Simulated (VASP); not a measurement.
# HfO2 (Fm-3m) in VASP: a series of runs

HfO2 is run at these levels: PBE; tasks: single point.

Program: VASP 6.6.1. These are calculated values, not measurements. Logs are shortened: lines on timing, memory, paths and dates and some standing lists are left out, and cuts for length are marked.

**1. The cell of the first run**

Symmetry: Fm-3m, No. 225, cubic system. Conventional cell: a = 5.115 Å, b = 5.115 Å, c = 5.115 Å, α = 90.00°, β = 90.00°, γ = 90.00°. Hf (site symmetry m-3m) has 8 O at 2.21 Å within 2.9 Å. O (site symmetry -43m) has 4 Hf at 2.21 Å and 6 O at 2.56 Å within 2.9 Å.

**2. Single point, PBE**

File INCAR:

```
SYSTEM = HfO2
  PREC = Accurate
  ENCUT = 520
  EDIFF = 1E-6
  ISMEAR = 0
  SIGMA = 0.1
  LREAL = .False.
  LASPH = .True.
  NELM = 60
  ALGO = Normal
  ISIF = 2
  LWAVE = .False.
  LCHARG = .True.
  GGA = PE
  LELF = .True.
  LVHAR = .True.
  NBANDS = 18
```

File KPOINTS:

```
Automatic mesh
0
Gamma
  6 6 6
  0 0 0
```

File POSCAR:

```
HfO2
1.0
    0.0000000000      2.5574998900      2.5574998900
    2.5574998900      0.0000000000      2.5574998900
    2.5574998900      2.5574998900      0.0000000000
Hf O
1 2
Direct
    0.0000000000      0.0000000000      0.0000000000
    0.2500000000      0.2500000000      0.2500000000
    0.7500000000      0.7500000000      0.7500000000
```

Potentials or basis: VASP PAW PBE potentials, release 64 (Hf_pv, O).

Command:

```sh
$ cat potpaw_PBE.64/Hf_pv/POTCAR potpaw_PBE.64/O/POTCAR > POTCAR
$ mpirun -np 1 vasp_std > vasp.out
```

OUTCAR:

```text
SYSTEM = HfO2
   PREC = Accurate
   ENCUT = 520
   EDIFF = 1E-6
   ISMEAR = 0
   LREAL = .False.
   LASPH = .True.
   NELM = 60
   ISIF = 2
   GGA = PE

 ion  position               nearest neighbor table
   1  0.000  0.000  0.000-   3 2.21   3 2.21   3 2.21   2 2.21   3 2.21   2 2.21   2 2.21   2 2.21

   2  0.250  0.250  0.250-   1 2.21   1 2.21   1 2.21   1 2.21
   3  0.750  0.750  0.750-   1 2.21   1 2.21   1 2.21   1 2.21

  LATTYP: Found a face centered cubic cell.
 ALAT       =     5.1149997800

  Lattice vectors:

 A1 = (   0.0000000000,   2.5574998900,   2.5574998900)
 A2 = (   2.5574998900,   0.0000000000,   2.5574998900)
 A3 = (   2.5574998900,   2.5574998900,   0.0000000000)

Analysis of symmetry for initial positions (statically):
=====================================================================
 Subroutine PRICEL returns:
 Original cell was already a primitive cell.

 Routine SETGRP: Setting up the symmetry group for a
 face centered cubic supercell.

 Subroutine GETGRP returns: Found 48 space group operations
 (whereof 48 operations were pure point group operations)
 out of a pool of 48 trial point group operations.

The static configuration has the point symmetry O_h .

Analysis of symmetry for dynamics (positions and initial velocities):
=====================================================================
 Subroutine PRICEL returns:
 Original cell was already a primitive cell.

 Routine SETGRP: Setting up the symmetry group for a
 face centered cubic supercell.

 Subroutine GETGRP returns: Found 48 space group operations
 (whereof 48 operations were pure point group operations)
 out of a pool of 48 trial point group operations.

The dynamic configuration has the point symmetry O_h .

 Subroutine INISYM returns: Found 48 space group operations
 (whereof 48 operations are pure point group operations),
 and found     1 'primitive' translations

----------------------------------------------------------------------------------------

                                     Primitive cell

  volume of cell :      33.4562

  direct lattice vectors                    reciprocal lattice vectors
     0.000000000  2.557499890  2.557499890    -0.195503430  0.195503430  0.195503430
     2.557499890  0.000000000  2.557499890     0.195503430 -0.195503430  0.195503430
     2.557499890  2.557499890  0.000000000     0.195503430  0.195503430 -0.195503430

  length of vectors
[... 74 lines left out ...]
   NELM   =     60;   NELMIN=  2; NELMDL= -5     # of ELM steps
   EDIFF  = 0.1E-05   stopping-criterion for ELM
   LREAL  =      F    real-space projection
   EDIFFG = 0.1E-04   stopping-criterion for IOM
   NSW    =      0    number of steps for IOM
   IBRION =     -1    ionic relax: 0-MD 1-quasi-New 2-CG
   NFREE  =      0    steps in history (QN), initial steepest desc. (CG)
   ISIF   =      2    stress and relaxation
   ISYM   =      2    0-nonsym 1-usesym 2-fastsym
   POTIM  = 0.5000    time-step for ionic-motion
   TEBEG  =    0.0;   TEEND  =   0.0 temperature during run
   PSTRESS=    0.0 pullay stress
   NELECT =      22.0000    total number of electrons
   NUPDOWN=      -1.0000    fix difference up-down
   EMIN   =  10.00;   EMAX   =-10.00  energy-range for DOS
   EFERMI =   0.00;   METHOD = LEGACY
   ISMEAR =     0;   SIGMA  =   0.10  broadening in eV -4-tet -1-fermi 0-gaus
   EFERMI_NEDOS =   21; number of points for ismear=-14 and -15
   IALGO  =     38    algorithm
   IMIX   =      4    mixing-type and parameters
     AMIX     =   0.40;   BMIX     =  1.00
     AMIX_MAG =   1.60;   BMIX_MAG =  1.00
  volume/ion in A,a.u.               =      11.15        75.26
  Fermi-wavevector in a.u.,A,eV,Ry     =   1.423607  2.690227 27.574339  2.026657
  Thomas-Fermi vector in A             =   2.544187
   LORBIT       =      0    0 simple, 1 ext, 2 COOP (PROOUT), +10 PAW based schemes
   GGA     = PE    functional components
   LHFCALC =     F    Hartree Fock is set to
   AEXX    =    0.0000 exact exchange contribution
   IVDW    =     0    specifies the selected vdW correction
   LEPSILON=     F    determine dielectric tensor
   LRPA    =     F    only Hartree local field effects (RPA)
 non-spin polarized calculation
 Gauss-broadening in eV      SIGMA  =   0.10
  energy-cutoff  :      520.00
  volume of cell :       33.46
 maximum number of plane-waves:       934
   NGX = 13   NGY = 13   NGZ = 13

 number of electron      21.9999993 magnetization

 Free energy of the ion-electron system (eV)
  ---------------------------------------------------
  ext. energy  EPLUGINS =         0.00000000
  ---------------------------------------------------
  free energy    TOTEN  =       -30.23360521 eV

  energy without entropy =      -30.23360521  energy(sigma->0) =      -30.23360521

 E-fermi :   4.5669     XC(G=0): -11.6974

 val. band max:        4.0545464813   @ k =   0.5000   0.5000   0.0000
 cond. band min:       7.7839125960   @ k =   0.5000   0.5000   0.0000
 fundamental gap:      3.7293661147
 Fermi energy:         4.5668622706

 k-point     1 :       0.0000    0.0000    0.0000
  band No.  band energies     occupation
      1     -25.7562      2.00000
      2     -25.7562      2.00000
      3     -25.7562      2.00000
      4     -14.5140      2.00000
      5     -11.6119      2.00000
      6      -1.1273      2.00000
[... 313 lines left out ...]
      5     -12.5738      2.00000
      6      -1.6616      2.00000
[... 10 lines left out ...]
     17      16.9357      0.00000
     18      17.3374      0.00000

------------------------ aborting loop because EDIFF is reached ----------------------------------------

  FORCE on cell =-STRESS in cart. coord.  units (eV):
  Direction    XX          YY          ZZ          XY          YZ          ZX
  --------------------------------------------------------------------------------------
  -------------------------------------------------------------------------------------
  Total       -1.2509955     -1.2509955     -1.2509955      0.0000000      0.0000000      0.0000000
  in kB      -59.9086411    -59.9086411    -59.9086411      0.0000000      0.0000000      0.0000000
  external PRESSURE =     -59.9086411 kB  Pullay stress =       0.0000000 kB

 VOLUME and BASIS-vectors are now :
 -----------------------------------------------------------------------------
  energy-cutoff  :      520.00
  volume of cell :       33.46
      direct lattice vectors                 reciprocal lattice vectors
     0.000000000  2.557499890  2.557499890    -0.195503430  0.195503430  0.195503430
     2.557499890  0.000000000  2.557499890     0.195503430 -0.195503430  0.195503430
     2.557499890  2.557499890  0.000000000     0.195503430  0.195503430 -0.195503430

 POSITION                                       TOTAL-FORCE (eV/Angst)
 -----------------------------------------------------------------------------------
      0.00000      0.00000      0.00000        -0.000000     -0.000000     -0.000000
      1.27875      1.27875      1.27875        -0.000000     -0.000000     -0.000000
      3.83625      3.83625      3.83625         0.000000      0.000000      0.000000
 -----------------------------------------------------------------------------------
    total drift:                                0.000000      0.000000      0.000000

  FREE ENERGIE OF THE ION-ELECTRON SYSTEM (eV)
  ---------------------------------------------------
  free  energy   TOTEN  =       -30.2336052063 eV

  energy  without entropy=      -30.2336052063  energy(sigma->0) =      -30.23360521
```

OSZICAR:

```text
N       E                     dE             d eps       ncg     rms          rms(c)
DAV:   1     0.917849223776E+02    0.91785E+02   -0.12658E+04   576   0.120E+03
DAV:   2    -0.317178574884E+02   -0.12350E+03   -0.12090E+03   738   0.287E+02
DAV:   3    -0.360395254687E+02   -0.43217E+01   -0.43063E+01   680   0.471E+01
DAV:   4    -0.360633531184E+02   -0.23828E-01   -0.23822E-01   704   0.395E+00
DAV:   5    -0.360635196487E+02   -0.16653E-03   -0.16653E-03   630   0.305E-01    0.453E+01
DAV:   6    -0.303815001579E+02    0.56820E+01   -0.20673E+01   588   0.321E+01    0.399E+01
DAV:   7    -0.302760957967E+02    0.10540E+00   -0.69075E-01   648   0.676E+00    0.285E+01
DAV:   8    -0.302604331222E+02    0.15663E-01   -0.34976E-01   612   0.532E+00    0.102E+01
DAV:   9    -0.302332524965E+02    0.27181E-01   -0.78653E-02   610   0.239E+00    0.271E+00
DAV:  10    -0.302335566793E+02   -0.30418E-03   -0.36298E-03   640   0.456E-01    0.148E-01
DAV:  11    -0.302335893594E+02   -0.32680E-04   -0.19440E-04   652   0.117E-01    0.224E-01
DAV:  12    -0.302336042080E+02   -0.14849E-04   -0.42297E-05   640   0.433E-02    0.135E-02
DAV:  13    -0.302336052063E+02   -0.99831E-06   -0.14213E-06   628   0.887E-03
   1 F= -.30233605E+02 E0= -.30233605E+02  d E =-.312806E-14
```

stdout:

```text
POSCAR found type information on POSCAR HfO
 POSCAR found :  2 types and       3 ions
 scaLAPACK will be used
 LDA part: xc-table for (Slater+PW92), standard interpolation
 POSCAR, INCAR and KPOINTS ok, starting setup
 FFT: planning ... GRIDC
 FFT: planning ... GRID_SOFT
 FFT: planning ... GRID
 WAVECAR not read
 entering main loop
```

Wall time 6.1 s (1 thread of Intel Xeon 6975P-C (Granite Rapids), shared host); peak memory 0.15 GiB.

What came out:

* Free energy: -30.2336 eV
* Pressure: -6.0 GPa
* Band gap on the k mesh: 3.73 eV, direct

Levels at points of the mesh, in eV from the valence-band top:
| k point | band 9 | band 10 | band 11 | band 12 | band 13 | band 14 |
| --- | --- | --- | --- | --- | --- | --- |
| (0.00, 0.00, 0.00) | -0.59 | -0.59 | -0.59 | 3.82 | 3.82 | 5.62 |
| (0.50, 0.00, 0.00) | -2.67 | -1.80 | -1.80 | 4.51 | 4.51 | 6.74 |
| (0.50, 0.50, 0.00) | -1.48 | -1.48 | 0.00 | 3.73 | 5.36 | 6.39 |

Caveat: spin-orbit coupling is left out, which moves the levels of the heavy elements. PBE gaps usually lie below the measured ones, often by a third to a half.

**3. Single point, PBE**

This run uses another cell than the first one, of 11.04 Å³/atom, 0.990 times its volume.

File INCAR:

```
SYSTEM = HfO2
PREC = Accurate
ENCUT = 520
EDIFF = 1E-7
ISMEAR = 0
SIGMA = 0.02
LREAL = .FALSE.
LASPH = .TRUE.
NELM = 80
ALGO = Normal
ISIF = 2
LWAVE = .FALSE.
LCHARG = .FALSE.
GGA = PE
NBANDS = 18
```

File KPOINTS:

```
Automatic mesh
0
G
  8 8 8
  0 0 0
```

File POSCAR:

```
HfO2
1.0
    0.0000000000      2.5488057759      2.5488057759
    2.5488057759      0.0000000000      2.5488057759
    2.5488057759      2.5488057759      0.0000000000
Hf O
1 2
Direct
    0.0000000000      0.0000000000      0.0000000000
    0.2500000000      0.2500000000      0.2500000000
    0.7500000000      0.7500000000      0.7500000000
```

Potentials or basis: VASP PAW PBE potentials, release 64 (Hf_pv, O).

Command:

```sh
$ cat potpaw_PBE.64/Hf_pv/POTCAR potpaw_PBE.64/O/POTCAR > POTCAR
$ mpirun -np 1 vasp_std > vasp.out
```

Run time: 10 s. Hardware: 1 thread of Intel Xeon 6975P-C (Granite Rapids), shared host; peak memory 0.16 GiB.

It converged, with:

```yaml
Free_energy: -30.2434 eV
Pressure: -3.6 GPa
Band_gap_on_the_k_mesh: 3.76 eV, direct
```

Levels at points of the mesh, in eV from the valence-band top:
```
           k point  band 9  band 10  band 11  band 12  band 13  band 14
(0.00, 0.00, 0.00)   -0.60    -0.60    -0.60     3.84     3.84     5.71
(0.50, 0.00, 0.00)   -2.69    -1.81    -1.81     4.55     4.55     6.83
(0.50, 0.50, 0.00)   -1.50    -1.50     0.00     3.76     5.42     6.49
```

Caveat: spin-orbit coupling is left out, which moves the levels of the heavy elements.

(Continued in part 2 of 2.)
